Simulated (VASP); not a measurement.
# Mg5Se2 (R-3m) in VASP: single point with PBE

Aim: the single point of Mg5Se2 with PBE.

Program: VASP 6.6.1. These are calculated values, not measurements. Logs are shortened: lines on timing, memory, paths and dates and some standing lists are left out, and cuts for length are marked.

### Step 1. The cell of the first run

It takes space group R-3m (No. 166, trigonal). The conventional cell has a = 3.766 Å, b = 3.766 Å, c = 40.936 Å, α = 90.00°, β = 90.00°, γ = 120.00°. Within 3.6 Å of Mg (site symmetry 3m) lie 3 Se at 2.71 Å and 3 Mg at 3.24 Å. Within 3.6 Å of Mg (site symmetry -3m) lie 6 Se at 2.72 Å. Mg (site symmetry 3m) has 12 Mg at 3.21 to 3.77 Å within 4.2 Å. Within 3.6 Å of Se (site symmetry 3m) lie 6 Mg at 2.71 to 2.72 Å.

### Step 2. Single point, PBE

Input file INCAR:

```
SYSTEM = Mg5Se2
PREC     = Accurate       ! precision mode
ENCUT    = 520            ! plane-wave cutoff, eV
EDIFF    = 1E-7           ! SCF threshold, eV
ISMEAR   = 0              ! smearing method
SIGMA    = 0.2            ! smearing width, eV
LREAL    = .FALSE.        ! projectors in reciprocal space
LASPH    = .TRUE.         ! aspherical terms in the spheres
NELM     = 100            ! most SCF steps
ALGO     = Normal         ! electronic algorithm
ISIF     = 2              ! what is computed and relaxed
LWAVE    = .FALSE.        ! write WAVECAR
LCHARG   = .FALSE.        ! write CHGCAR
GGA      = PE             ! functional
NBANDS   = 20             ! bands
```

Input file KPOINTS:

```
regular mesh
0
G
  5 5 5
  0 0 0
```

Input file POSCAR:

```
Mg5Se2
1.0
    1.8832464224      1.0872928270     13.6453311001
   -1.8832464224      1.0872928270     13.6453311001
    0.0000000000     -2.1745856598     13.6453310996
Mg Se
5 2
Direct
    0.5874734105      0.5874734105      0.5874734105
    0.0000000000      0.0000000000      0.0000000000
    0.4125265895      0.4125265895      0.4125265895
    0.1378034075      0.1378034075      0.1378034075
    0.8621965925      0.8621965925      0.8621965925
    0.2935068270      0.2935068270      0.2935068270
    0.7064931730      0.7064931730      0.7064931730
```

Potentials or basis: VASP PAW PBE potentials, release 64 (Mg, Se).

On the command line:

```bash
> cat potpaw_PBE.64/Mg/POTCAR potpaw_PBE.64/Se/POTCAR > POTCAR
> mpirun -np 1 vasp_std > vasp.out
```

OUTCAR:

```text
SYSTEM = Mg5Se2
   PREC = Accurate
   ENCUT = 520
   EDIFF = 1E-7
   ISMEAR = 0
   LREAL = .FALSE.
   LASPH = .TRUE.
   NELM = 100
   ISIF = 2
   GGA = PE

 ion  position               nearest neighbor table
   1  0.587  0.587  0.587-   6 2.71   6 2.71   6 2.71   5 3.24   5 3.24   5 3.24
   2  0.000  0.000  0.000-   7 2.72   6 2.72   7 2.72   7 2.72   6 2.72   6 2.72
   3  0.413  0.413  0.413-   7 2.71   7 2.71   7 2.71   4 3.24   4 3.24   4 3.24
   4  0.138  0.138  0.138-   5 3.21   5 3.21   5 3.21   3 3.24   3 3.24   3 3.24
   5  0.862  0.862  0.862-   4 3.21   4 3.21   4 3.21   1 3.24   1 3.24   1 3.24
   6  0.294  0.294  0.294-   1 2.71   1 2.71   1 2.71   2 2.72   2 2.72   2 2.72
   7  0.706  0.706  0.706-   3 2.71   3 2.71   3 2.71   2 2.72   2 2.72   2 2.72

  LATTYP: Found a trigonal (rhomboedric) cell.
 ALAT       =    13.8175208923
 COS(alpha) =     0.9628478426

  Lattice vectors:

 A1 = (   1.8832464224,   1.0872928270,  13.6453311001)
 A2 = (  -1.8832464224,   1.0872928270,  13.6453311001)
 A3 = (   0.0000000000,  -2.1745856598,  13.6453310996)

Analysis of symmetry for initial positions (statically):
=====================================================================
 Subroutine PRICEL returns:
 Original cell was already a primitive cell.

 Routine SETGRP: Setting up the symmetry group for a
 trigonal (rhombohedral) supercell.

 Subroutine GETGRP returns: Found 12 space group operations
 (whereof 12 operations were pure point group operations)
 out of a pool of 12 trial point group operations.

The static configuration has the point symmetry D_3d.

Analysis of symmetry for dynamics (positions and initial velocities):
=====================================================================
 Subroutine PRICEL returns:
 Original cell was already a primitive cell.

 Routine SETGRP: Setting up the symmetry group for a
 trigonal (rhombohedral) supercell.

 Subroutine GETGRP returns: Found 12 space group operations
 (whereof 12 operations were pure point group operations)
 out of a pool of 12 trial point group operations.

The dynamic configuration has the point symmetry D_3d.

 Subroutine INISYM returns: Found 12 space group operations
 (whereof 12 operations are pure point group operations),
 and found     1 'primitive' translations

----------------------------------------------------------------------------------------

                                     Primitive cell

  volume of cell :     167.6444

  direct lattice vectors                    reciprocal lattice vectors
     1.883246422  1.087292827 13.645331100     0.265498978  0.153285906  0.024428380
    -1.883246422  1.087292827 13.645331100    -0.265498978  0.153285906  0.024428380
     0.000000000 -2.174585660 13.645331100     0.000000000 -0.306571813  0.024428380

  length of vectors
    13.817520892 13.817520892 13.817520892     0.307543529  0.307543529  0.307543529

  position of ions in fractional coordinates (direct lattice)
     0.587473411  0.587473411  0.587473411
     0.000000000  0.000000000  0.000000000
     0.412526589  0.412526589  0.412526589
     0.137803408  0.137803408  0.137803408
     0.862196592  0.862196592  0.862196592
     0.293506827  0.293506827  0.293506827
     0.706493173  0.706493173  0.706493173

  ion indices of the primitive-cell ions
   primitive index   ion index
                 1           1
                 2           2
                 3           3
                 4           4
                 5           5
                 6           6
                 7           7

----------------------------------------------------------------------------------------

 KPOINTS: regular mesh

Automatic generation of k-mesh.
 Grid dimensions read from file:
 generate k-points for:    5    5    5

 Generating k-lattice:

  Cartesian coordinates                     Fractional coordinates (reciprocal lattice)
     0.053099796  0.030657181  0.004885676     0.200000000 -0.000000000  0.000000000
    -0.053099796  0.030657181  0.004885676    -0.000000000  0.200000000  0.000000000
     0.000000000 -0.061314363  0.004885676     0.000000000  0.000000000  0.200000000

  Length of vectors
     0.061508706  0.061508706  0.061508706

  Shift w.r.t. Gamma in fractional coordinates (k-lattice)
     0.000000000  0.000000000  0.000000000

 Subroutine IBZKPT returns following result:
 ===========================================

 Found     19 irreducible k-points:

 Following reciprocal coordinates:
            Coordinates               Weight
  0.000000  0.000000  0.000000      1.000000
  0.200000  0.000000  0.000000      6.000000
  0.400000  0.000000  0.000000      6.000000
  0.200000  0.200000  0.000000      6.000000
  0.400000  0.200000  0.000000     12.000000
 -0.400000  0.200000 -0.000000     12.000000
[... 11 lines left out ...]
  0.400000  0.400000  0.400000      2.000000
 -0.400000  0.400000  0.400000      6.000000
   k-points           NKPTS =     19   k-points in BZ     NKDIM =     19   number of bands    NBANDS=     20
   number of dos      NEDOS =    301   number of ions     NIONS =      7
   total plane-waves  NPLWV = ******
   dimension x,y,z NGX =   108 NGY =  108 NGZ =  108
   dimension x,y,z NGXF=   216 NGYF=  216 NGZF=  216
   ions per type =               5   2
   NGX,Y,Z   is equivalent  to a cutoff of  12.99, 12.99, 12.99 a.u.
   NGXF,Y,Z  is equivalent  to a cutoff of  25.99, 25.99, 25.99 a.u.
 SYSTEM =  Mg5Se2
   PREC   = accura    normal or accurate (medium, high low for compatibility)
   ISTART =      0    job   : 0-new  1-cont  2-samecut
   ICHARG =      2    charge: 1-file 2-atom 10-const
   ISPIN  =      1    spin polarized calculation?
   LNONCOLLINEAR =      F non collinear calculations
   LSORBIT =      F    spin-orbit coupling
   LASPH  =      T    aspherical Exc in radial PAW
   ENCUT  =  520.0 eV  38.22 Ry    6.18 a.u.  25.69 25.69 25.69*2*pi/ulx,y,z
   NELM   =    100;   NELMIN=  2; NELMDL= -5     # of ELM steps
   EDIFF  = 0.1E-06   stopping-criterion for ELM
   LREAL  =      F    real-space projection
   EDIFFG = 0.1E-05   stopping-criterion for IOM
   NSW    =      0    number of steps for IOM
   IBRION =     -1    ionic relax: 0-MD 1-quasi-New 2-CG
   NFREE  =      0    steps in history (QN), initial steepest desc. (CG)
   ISIF   =      2    stress and relaxation
   ISYM   =      2    0-nonsym 1-usesym 2-fastsym
   POTIM  = 0.5000    time-step for ionic-motion
   TEBEG  =    0.0;   TEEND  =   0.0 temperature during run
   PSTRESS=    0.0 pullay stress
   NELECT =      22.0000    total number of electrons
   NUPDOWN=      -1.0000    fix difference up-down
   EMIN   =  10.00;   EMAX   =-10.00  energy-range for DOS
   EFERMI =   0.00;   METHOD = LEGACY
   ISMEAR =     0;   SIGMA  =   0.20  broadening in eV -4-tet -1-fermi 0-gaus
   EFERMI_NEDOS =   21; number of points for ismear=-14 and -15
   IALGO  =     38    algorithm
   IMIX   =      4    mixing-type and parameters
     AMIX     =   0.40;   BMIX     =  1.00
     AMIX_MAG =   1.60;   BMIX_MAG =  1.00
  volume/ion in A,a.u.               =      23.95       161.62
  Fermi-wavevector in a.u.,A,eV,Ry     =   0.831929  1.572117  9.416663  0.692105
  Thomas-Fermi vector in A             =   1.944898
   LORBIT       =      0    0 simple, 1 ext, 2 COOP (PROOUT), +10 PAW based schemes
   GGA     = PE    functional components
   LHFCALC =     F    Hartree Fock is set to
   AEXX    =    0.0000 exact exchange contribution
   IVDW    =     0    specifies the selected vdW correction
   LEPSILON=     F    determine dielectric tensor
   LRPA    =     F    only Hartree local field effects (RPA)
 non-spin polarized calculation
 Gauss-broadening in eV      SIGMA  =   0.20
  energy-cutoff  :      520.00
  volume of cell :      167.64
 maximum number of plane-waves:      4538
 NGX is ok and might be reduce to   108
   NGX = 51   NGY = 51   NGZ = 51

 number of electron      22.0000000 magnetization

 Free energy of the ion-electron system (eV)
  ---------------------------------------------------
  ext. energy  EPLUGINS =         0.00000000
  ---------------------------------------------------
  free energy    TOTEN  =       -18.38620159 eV

  energy without entropy =      -18.31989119  energy(sigma->0) =      -18.35304639

 E-fermi :   2.9439     XC(G=0):  -8.6069

 val. band max:        2.9122029853   @ k =  -0.4000   0.2000  -0.0000
 cond. band min:       2.9444426673   @ k =  -0.2000   0.4000   0.2000
 fundamental gap:      0.0322396820
 Fermi energy:         2.9438955352

 k-point     1 :       0.0000    0.0000    0.0000
  band No.  band energies     occupation
      1     -11.2504      2.00000
      2     -10.7501      2.00000
      3      -3.3084      2.00000
      4      -2.0161      2.00000
      5      -1.9900      2.00000
      6       0.5855      2.00000
[... 12 lines left out ...]
     19       9.1562      0.00000
     20      10.0979      0.00000

 k-point     2 :       0.2000    0.0000    0.0000
  band No.  band energies     occupation
      1     -10.9581      2.00000
      2     -10.5192      2.00000
      3      -2.8320      2.00000
      4      -1.7581      2.00000
      5      -1.5170      2.00000
      6      -0.4358      2.00000
[... 12 lines left out ...]
     19       8.4283      0.00000
     20       8.4719      0.00000
[... 350 lines left out ...]
      3      -3.2278      2.00000
      4      -2.5784      2.00000
      5      -1.0855      2.00000
      6      -0.3460      2.00000
[... 12 lines left out ...]
     19       9.1501      0.00000
     20       9.3540      0.00000

 k-point    19 :      -0.4000    0.4000    0.4000
  band No.  band energies     occupation
      1     -10.9581      2.00000
      2     -10.5192      2.00000
      3      -2.7644      2.00000
      4      -2.1406      2.00000
      5      -0.9338      2.00000
      6      -0.6258      2.00000
[... 12 lines left out ...]
     19       8.4423      0.00000
     20       8.6520      0.00000

------------------------ aborting loop because EDIFF is reached ----------------------------------------

  FORCE on cell =-STRESS in cart. coord.  units (eV):
  Direction    XX          YY          ZZ          XY          YZ          ZX
  --------------------------------------------------------------------------------------
  -------------------------------------------------------------------------------------
  Total       -0.1417510     -0.1417510      0.0667392      0.0000000     -0.0000000      0.0000000
  in kB       -1.3547147     -1.3547147      0.6378266      0.0000000     -0.0000000      0.0000000
  external PRESSURE =      -0.6905343 kB  Pullay stress =       0.0000000 kB

 VOLUME and BASIS-vectors are now :
 -----------------------------------------------------------------------------
  energy-cutoff  :      520.00
  volume of cell :      167.64
      direct lattice vectors                 reciprocal lattice vectors
     1.883246422  1.087292827 13.645331100     0.265498978  0.153285906  0.024428380
    -1.883246422  1.087292827 13.645331100    -0.265498978  0.153285906  0.024428380
     0.000000000 -2.174585660 13.645331100     0.000000000 -0.306571813  0.024428380

 POSITION                                       TOTAL-FORCE (eV/Angst)
 -----------------------------------------------------------------------------------
      0.00000     -0.00000     24.04881         0.000000      0.000000     -0.012743
      0.00000      0.00000      0.00000         0.000000      0.000000     -0.000000
      0.00000     -0.00000     16.88719         0.000000     -0.000000      0.012743
      0.00000     -0.00000      5.64112         0.000000      0.000000     -0.031266
      0.00000     -0.00000     35.29487         0.000000     -0.000000      0.031266
      0.00000     -0.00000     12.01499         0.000000     -0.000000      0.005738
      0.00000     -0.00000     28.92100         0.000000      0.000000     -0.005738
 -----------------------------------------------------------------------------------
    total drift:                                0.000000      0.000000      0.000000

  FREE ENERGIE OF THE ION-ELECTRON SYSTEM (eV)
  ---------------------------------------------------
  free  energy   TOTEN  =       -18.3862015862 eV

  energy  without entropy=      -18.3198911880  energy(sigma->0) =      -18.35304639
```

Run time: 9.5 min. Hardware: 1 thread of Intel Xeon 6975P-C (Granite Rapids), shared host; peak memory 1.9 GiB.

Results:

```
Free energy            : -18.3862 eV
Pressure               : -0.1 GPa
Largest force          : 0.031 eV/Å
Band gap on the k mesh : zero (bands 11 and 12 overlap by 0.14 eV)
```

Forces in eV/Å, atoms in the order of the input:
```
Mg   0.000  0.000 -0.013
Mg   0.000  0.000  0.000
Mg   0.000  0.000  0.013
Mg   0.000  0.000 -0.031
Mg   0.000  0.000  0.031
Se   0.000  0.000  0.006
Se   0.000  0.000 -0.006
```

Caveat: the k points lie up to 0.39 Å⁻¹ apart; semilocal functionals underestimate gaps, so a narrow gap can read as zero.
